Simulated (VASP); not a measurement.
# TiC18 in VASP: single point with PBE

Aim: the single point of TiC18 with PBE.

Everything below comes from runs of VASP 6.6.1. Logs are shortened: lines on timing, memory, paths and dates and some standing lists are left out, and cuts for length are marked.

## 1. The cell of the first run

The cell holds a slab with vacuum, 19 atoms: a = 7.398 Å, b = 7.398 Å, c = 11.000 Å, α = 90.00°, β = 90.00°, γ = 120.00°.

## 2. Single point, PBE, collinear spin

File INCAR:

```
  ALGO = Normal
  EDIFF = 1E-7
  ENCUT = 520
  GGA = PE
  ISIF = 2
  ISMEAR = -1
  ISPIN = 2
  LASPH = T
  LCHARG = F
  LMAXMIX = 4
  LORBIT = 11
  LREAL = Auto
  LWAVE = F
  MAGMOM = 0 0 0 0 0 0 0 0 0 0 0 0 0 0 0 0 0 0 1.52
  NBANDS = 61
  NELM = 150
  PREC = Accurate
  SIGMA = 0.05
```

File KPOINTS:

```
k-points
0
Gamma
  2 2 1
```

File POSCAR:

```
TiC18
1.0
    7.3980000000      0.0000000000      0.0000000000
   -3.6990000000      6.4068560000      0.0000000000
    0.0000000000      0.0000000000     11.0000000000
C Ti
18 1
Direct
    0.0016978286     -0.0035140481      0.0891452727
    0.2242532598      0.1077292825      0.0766166364
    0.0019120733      0.3303748360      0.0908571818
    0.2238949618      0.4416682691      0.0918095455
    0.0019322234      0.6628766122      0.0908609091
    0.2238909023      0.7735422803      0.0918998182
    0.3357266246     -0.0035583756      0.0885148182
    0.5587153723      0.1083956000      0.0921289091
    0.3357233998      0.3305719685      0.0882308182
    0.5587138228      0.4416439202      0.0920104545
    0.3355345632      0.6634367933      0.0934530000
    0.5578197222      0.7745772654      0.0934880909
    0.6689325805     -0.0032321625      0.0937520909
    0.8907245016      0.1084098035      0.0922475455
    0.6695210546      0.3304076133      0.0909614545
    0.8911475793      0.4412391975      0.0912378182
    0.6689352846      0.6634923588      0.0936887273
    0.8907057706      0.7736167318      0.0922045455
    0.2358300372      1.1149098716      0.2732559091
```

Potentials or basis: VASP PAW PBE potentials, release 64 (C, Ti_sv).

Started as:

```
cat potpaw_PBE.64/C/POTCAR potpaw_PBE.64/Ti_sv/POTCAR > POTCAR
mpirun -np 1 vasp_std > vasp.out
```

OUTCAR:

```text
EDIFF = 1E-7
   ENCUT = 520
   GGA = PE
   ISIF = 2
   ISMEAR = -1
   ISPIN = 2
   LASPH = T
   LORBIT = 11
   LREAL = Auto
   NELM = 150
   PREC = Accurate

 ion  position               nearest neighbor table
   1  0.002  0.996  0.089-  18 1.43  14 1.43   2 1.43
   2  0.224  0.108  0.077-   1 1.43   7 1.43   9 1.43  19 2.16
   3  0.002  0.330  0.091-  16 1.42  14 1.42   4 1.42
   4  0.224  0.442  0.092-  11 1.42   3 1.42   9 1.43
   5  0.002  0.663  0.091-  16 1.42   6 1.42  18 1.42
   6  0.224  0.774  0.092-  11 1.42   5 1.42   7 1.43
   7  0.336  0.996  0.089-   6 1.43   8 1.43   2 1.43  19 2.47
   8  0.559  0.108  0.092-  13 1.42  15 1.42   7 1.43
   9  0.336  0.331  0.088-   4 1.43  10 1.43   2 1.43  19 2.46
  10  0.559  0.442  0.092-  17 1.42  15 1.42   9 1.43
  11  0.336  0.663  0.093-   6 1.42   4 1.42  12 1.42
  12  0.558  0.775  0.093-  13 1.42  17 1.42  11 1.42
  13  0.669  0.997  0.094-  14 1.42   8 1.42  12 1.42
  14  0.891  0.108  0.092-  13 1.42   3 1.42   1 1.43
  15  0.670  0.330  0.091-  16 1.42   8 1.42  10 1.42
  16  0.891  0.441  0.091-  15 1.42   3 1.42   5 1.42
  17  0.669  0.663  0.094-  18 1.42  10 1.42  12 1.42
  18  0.891  0.774  0.092-  17 1.42   5 1.42   1 1.43
  19  0.236  0.115  0.273-   2 2.16   9 2.46   7 2.47

  LATTYP: Found a hexagonal cell.
 ALAT       =     7.3980000000
 C/A-ratio  =     1.4868883482

  Lattice vectors:

 A1 = (   7.3980000000,   0.0000000000,   0.0000000000)
 A2 = (  -3.6990000000,   6.4068560000,   0.0000000000)
 A3 = (   0.0000000000,   0.0000000000,  11.0000000000)

Analysis of symmetry for initial positions (statically):
=====================================================================
 Subroutine PRICEL returns:
 Original cell was already a primitive cell.

 Routine SETGRP: Setting up the symmetry group for a
 hexagonal supercell.

 Subroutine GETGRP returns: Found  1 space group operations
 (whereof  1 operations were pure point group operations)
 out of a pool of 24 trial point group operations.

The static configuration has the point symmetry C_1 .

Analysis of symmetry for dynamics (positions and initial velocities):
=====================================================================
 Subroutine PRICEL returns:
 Original cell was already a primitive cell.

 Routine SETGRP: Setting up the symmetry group for a
 hexagonal supercell.

 Subroutine GETGRP returns: Found  1 space group operations
 (whereof  1 operations were pure point group operations)
 out of a pool of 24 trial point group operations.

The dynamic configuration has the point symmetry C_1 .

Analysis of structural, dynamic, and magnetic symmetry:
=====================================================================
 Subroutine PRICEL returns:
 Original cell was already a primitive cell.

 Routine SETGRP: Setting up the symmetry group for a
 hexagonal supercell.

 Subroutine GETGRP returns: Found  1 space group operations
 (whereof  1 operations were pure point group operations)
 out of a pool of 24 trial point group operations.

The overall configuration has the point symmetry C_1 .

 Subroutine INISYM returns: Found  1 space group operations
 (whereof  1 operations are pure point group operations),
 and found     1 'primitive' translations

----------------------------------------------------------------------------------------

                                     Primitive cell

  volume of cell :     521.3771

  direct lattice vectors                    reciprocal lattice vectors
     7.398000000  0.000000000  0.000000000     0.135171668  0.078041398  0.000000000
    -3.699000000  6.406856000  0.000000000     0.000000000  0.156082796  0.000000000
     0.000000000  0.000000000 11.000000000     0.000000000  0.000000000  0.090909091

  length of vectors
     7.398000000  7.398000054 11.000000000     0.156082797  0.156082796  0.090909091

  position of ions in fractional coordinates (direct lattice)
[... 72 lines left out ...]
  0.000000  0.500000  0.000000      1.000000
  0.500000  0.500000  0.000000      1.000000
   k-points           NKPTS =      4   k-points in BZ     NKDIM =      4   number of bands    NBANDS=     61
   number of dos      NEDOS =    301   number of ions     NIONS =     19
   total plane-waves  NPLWV = 263424
   dimension x,y,z NGX =    56 NGY =   56 NGZ =   84
   dimension x,y,z NGXF=   112 NGYF=  112 NGZF=  168
   ions per type =              18   1
   NGX,Y,Z   is equivalent  to a cutoff of  12.58, 12.58, 12.70 a.u.
   NGXF,Y,Z  is equivalent  to a cutoff of  25.17, 25.17, 25.39 a.u.
 SYSTEM =  unknown system
   PREC   = accura    normal or accurate (medium, high low for compatibility)
   ISTART =      0    job   : 0-new  1-cont  2-samecut
   ICHARG =      2    charge: 1-file 2-atom 10-const
   ISPIN  =      2    spin polarized calculation?
   LNONCOLLINEAR =      F non collinear calculations
   LSORBIT =      F    spin-orbit coupling
   LASPH  =      T    aspherical Exc in radial PAW
   ENCUT  =  520.0 eV  38.22 Ry    6.18 a.u.  13.76 13.76 20.45*2*pi/ulx,y,z
   NELM   =    150;   NELMIN=  2; NELMDL= -5     # of ELM steps
   EDIFF  = 0.1E-06   stopping-criterion for ELM
   LREAL  =      T    real-space projection
   EDIFFG = 0.1E-05   stopping-criterion for IOM
   NSW    =      0    number of steps for IOM
   IBRION =     -1    ionic relax: 0-MD 1-quasi-New 2-CG
   NFREE  =      0    steps in history (QN), initial steepest desc. (CG)
   ISIF   =      2    stress and relaxation
   ISYM   =      2    0-nonsym 1-usesym 2-fastsym
   POTIM  = 0.5000    time-step for ionic-motion
   TEBEG  =    0.0;   TEEND  =   0.0 temperature during run
   PSTRESS=    0.0 pullay stress
   NELECT =      84.0000    total number of electrons
   NUPDOWN=      -1.0000    fix difference up-down
   EMIN   =  10.00;   EMAX   =-10.00  energy-range for DOS
   EFERMI =   0.00;   METHOD = LEGACY
   ISMEAR =    -1;   SIGMA  =   0.05  broadening in eV -4-tet -1-fermi 0-gaus
   EFERMI_NEDOS =   21; number of points for ismear=-14 and -15
   IALGO  =     38    algorithm
   IMIX   =      4    mixing-type and parameters
     AMIX     =   0.40;   BMIX     =  1.00
     AMIX_MAG =   1.60;   BMIX_MAG =  1.00
  volume/ion in A,a.u.               =      27.44       185.18
  Fermi-wavevector in a.u.,A,eV,Ry     =   0.890808  1.683382 10.796743  0.793538
  Thomas-Fermi vector in A             =   2.012546
   LORBIT       =     11    0 simple, 1 ext, 2 COOP (PROOUT), +10 PAW based schemes
   GGA     = PE    functional components
   LHFCALC =     F    Hartree Fock is set to
   AEXX    =    0.0000 exact exchange contribution
   IVDW    =     0    specifies the selected vdW correction
   LEPSILON=     F    determine dielectric tensor
   LRPA    =     F    only Hartree local field effects (RPA)
 spin polarized calculation
  energy-cutoff  :      520.00
  volume of cell :      521.38
 maximum number of plane-waves:     14099
 NGX is ok and might be reduce to    56
   NGX = 27   NGY = 27   NGZ = 41

 number of electron      83.9999997 magnetization       3.0000173

 Free energy of the ion-electron system (eV)
  ---------------------------------------------------
  ext. energy  EPLUGINS =         0.00000000
  ---------------------------------------------------
  free energy    TOTEN  =      -169.87726772 eV

  energy without entropy =     -169.87516810  energy(sigma->0) =     -169.87621791

 E-fermi :  -0.2931     XC(G=0):  -4.4993

 val. band max:       -0.5572219461   @ k =   0.0000   0.0000   0.0000
 cond. band min:      -0.0363663773   @ k =   0.5000  -0.0000   0.0000
 fundamental gap:      0.5208555688
 Fermi energy:        -0.2930694061

 spin component 1

 k-point     1 :       0.0000    0.0000    0.0000
  band No.  band energies     occupation
      1     -58.0298      1.00000
      2     -34.4532      1.00000
      3     -34.3631      1.00000
      4     -34.3628      1.00000
      5     -20.3008      1.00000
      6     -17.9233      1.00000
[... 217 lines left out ...]
     53       3.1151      0.00000
     54       3.4339      0.00000
 Fermi energy:        -0.2930694061

 spin component 2

 k-point     1 :       0.0000    0.0000    0.0000
  band No.  band energies     occupation
      1     -56.2977      1.00000
      2     -32.7452      1.00000
      3     -32.6150      1.00000
      4     -32.6047      1.00000
      5     -20.2857      1.00000
      6     -17.8979      1.00000
[... 217 lines left out ...]
     53       3.7674      0.00000
     54       4.0014      0.00000
 [bands above 54 left out]

------------------------ aborting loop because EDIFF is reached ----------------------------------------

  FORCE on cell =-STRESS in cart. coord.  units (eV):
  Direction    XX          YY          ZZ          XY          YZ          ZX
  --------------------------------------------------------------------------------------
  -------------------------------------------------------------------------------------
  Total        4.3364921      4.3238767     -0.1250581      0.0033735     -0.0283025     -0.0251208
  in kB       13.3259190     13.2871521     -0.3842999      0.0103668     -0.0869727     -0.0771955
  external PRESSURE =       8.7429237 kB  Pullay stress =       0.0000000 kB

 VOLUME and BASIS-vectors are now :
 -----------------------------------------------------------------------------
  energy-cutoff  :      520.00
  volume of cell :      521.38
      direct lattice vectors                 reciprocal lattice vectors
     7.398000000  0.000000000  0.000000000     0.135171668  0.078041398  0.000000000
    -3.699000000  6.406856000  0.000000000     0.000000000  0.156082796  0.000000000
     0.000000000  0.000000000 11.000000000     0.000000000  0.000000000  0.090909091

 POSITION                                       TOTAL-FORCE (eV/Angst)
 -----------------------------------------------------------------------------------
     -3.67344      6.38434      0.98060        -0.003789      0.010221      0.009714
      1.26054      0.69021      0.84278         0.000994      0.015118     -0.016082
     -1.20791      2.11666      0.99943        -0.003684     -0.002728      0.000953
      0.02264      2.82970      1.00991         0.008504     -0.001136      0.003663
     -2.43769      4.24696      0.99947        -0.001353      0.001001     -0.003513
     -1.20499      4.95597      1.01090        -0.001558      0.002639      0.004771
[... 11 lines left out ...]
      3.72783      4.95645      1.01425         0.009758     -0.004476      0.009745
      1.31962      0.73621      3.00582        -0.016510     -0.020303      0.006824
 -----------------------------------------------------------------------------------
    total drift:                               -0.010148      0.019329     -0.033647

  FREE ENERGIE OF THE ION-ELECTRON SYSTEM (eV)
  ---------------------------------------------------
  free  energy   TOTEN  =      -169.8772677168 eV

  energy  without entropy=     -169.8751681014  energy(sigma->0) =     -169.87621791

 total charge

# of ion       s       p       d       tot
------------------------------------------
    1        0.858   1.790   0.000   2.647
    2        0.860   1.809   0.000   2.669
    3        0.862   1.795   0.000   2.657
    4        0.861   1.789   0.000   2.651
    5        0.862   1.795   0.000   2.657
    6        0.861   1.790   0.000   2.651
[... 11 lines left out ...]
   18        0.861   1.790   0.000   2.651
   19        2.153   5.984   2.104  10.242
--------------------------------------------------
tot         17.645  38.259   2.104  58.008

 magnetization (x)

# of ion       s       p       d       tot
------------------------------------------
    1       -0.000  -0.005   0.000  -0.005
    2        0.000   0.007   0.000   0.007
    3        0.001   0.011   0.000   0.012
    4        0.001   0.002   0.000   0.002
    5        0.001   0.011   0.000   0.011
    6        0.001   0.002   0.000   0.002
[... 11 lines left out ...]
   18        0.001   0.002   0.000   0.002
   19        0.111   0.012   1.764   1.887
--------------------------------------------------
tot          0.117   0.049   1.764   1.930
```

It took 12 min on 1 thread of Intel Xeon 6975P-C (Granite Rapids), shared host; peak memory 0.82 GiB.

Results:

```
Free energy                                           : -169.8773 eV
Largest force                                         : 0.027 eV/Å
Net moment                                            : 3.00 μB per cell
Site moments                                          : C -0.01, +0.01, +0.00 (each value once); Ti +1.89 μB
Valence electrons inside the program's atomic spheres : C 2.65, 2.67, 2.66 (each value once); Ti 10.24
```

Forces on the atoms (eV/Å):
```
C   -0.004  0.010  0.010
C    0.001  0.015 -0.016
C   -0.004 -0.003  0.001
C    0.009 -0.001  0.004
C   -0.001  0.001 -0.004
C   -0.002  0.003  0.005
C    0.008  0.007  0.000
C    0.007  0.003 -0.006
C    0.009  0.010  0.005
C    0.000  0.001 -0.006
C    0.007 -0.003 -0.003
C   -0.001 -0.008 -0.003
C    0.003  0.001  0.001
C   -0.007  0.004 -0.001
C   -0.004  0.003 -0.001
C   -0.005 -0.005 -0.001
C   -0.008 -0.014 -0.001
C    0.010 -0.004  0.010
Ti  -0.017 -0.020  0.007
```

Levels at points of the mesh, in eV from the Fermi level:
Spin up:
```csv
k point,band 41,band 42,band 43,band 44,band 45,band 46
"(0.00, 0.00, 0.00)",-0.94,-0.49,-0.31,-0.30,-0.26,0.81
"(0.50, 0.00, 0.00)",-0.52,-0.43,-0.37,0.26,0.47,0.49
"(0.00, 0.50, 0.00)",-0.51,-0.45,-0.37,0.30,0.44,0.49
"(0.50, 0.50, 0.00)",-0.51,-0.44,-0.37,0.29,0.44,0.49
```
Spin down:
```tsv
k point	band 36	band 37	band 38	band 39	band 40	band 41	band 42	band 43	band 44	band 45
(0.00, 0.00, 0.00)	-4.98	-3.47	-3.46	-0.90	-0.78	-0.75	-0.46	0.93	1.80	1.83
(0.50, 0.00, 0.00)	-3.42	-3.36	-3.33	-3.10	-2.85	0.54	0.99	1.10	1.40	1.52
(0.00, 0.50, 0.00)	-3.42	-3.36	-3.34	-3.10	-2.85	0.55	0.99	1.12	1.36	1.53
(0.50, 0.50, 0.00)	-3.42	-3.36	-3.33	-3.10	-2.85	0.55	0.99	1.12	1.37	1.53
```

Caveat: the k points lie up to 0.49 Å⁻¹ apart.
